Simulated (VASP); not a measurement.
**RhC3: single point with PBE**

RhC3:

```
Rh C
1.0
    -1.58669    1.58669    3.54429
     1.58669   -1.58669    3.54429
     1.58669    1.58669   -3.54429
Rh C
1 3
Cartesian
  0.0000 0.0000 0.0000
  0.0000 0.0000 3.5443
  1.5867 0.0000 1.7721
  0.0000 1.5867 1.7721
```

```
Program                : VASP 6.6.1
Task                   : single point
Functional             : PBE
Potentials or basis    : VASP PAW PBE potentials, release 64 (Rh_pv, C)
Cutoff                 : 520 eV
k mesh                 : 8 × 8 × 8
Occupations            : gaussian, width 0.1 eV
Spin                   : no spin polarisation
Dipole correction      : no
Further INCAR settings : ALGO = Normal; EDIFF = 1e-06; NBANDS = 22
```

```yaml
Pressure: -2.7 GPa
```

Stress tensor (GPa, compression positive):
```
-2.65  0.00  0.00
 0.00 -2.65  0.00
 0.00  0.00 -2.85
```

Levels at points of the mesh, in eV from the Fermi level:
| k point | band 10 | band 11 | band 12 | band 13 | band 14 | band 15 | band 16 | band 17 | band 18 | band 19 |
| --- | --- | --- | --- | --- | --- | --- | --- | --- | --- | --- |
| (0.00, 0.00, 0.00) | -5.25 | -2.55 | -1.12 | -1.12 | -0.17 | 0.94 | 0.94 | 3.00 | 3.72 | 4.44 |
| (0.50, 0.00, 0.00) | -3.54 | -1.62 | -0.77 | -0.49 | -0.01 | 0.53 | 1.17 | 1.93 | 4.17 | 4.88 |
| (0.50, 0.50, 0.00) | -5.43 | -1.54 | -0.90 | -0.76 | -0.41 | 0.72 | 1.24 | 3.42 | 3.75 | 5.70 |
| (0.50, 0.50, 0.50) | -2.90 | -2.90 | -2.49 | -1.28 | 1.06 | 1.14 | 1.14 | 1.54 | 1.77 | 4.73 |

It took 87 s on 1 thread of AMD EPYC 7R43 64-Core Processor (Zen 3) (shared host), peak memory 0.16 GiB.
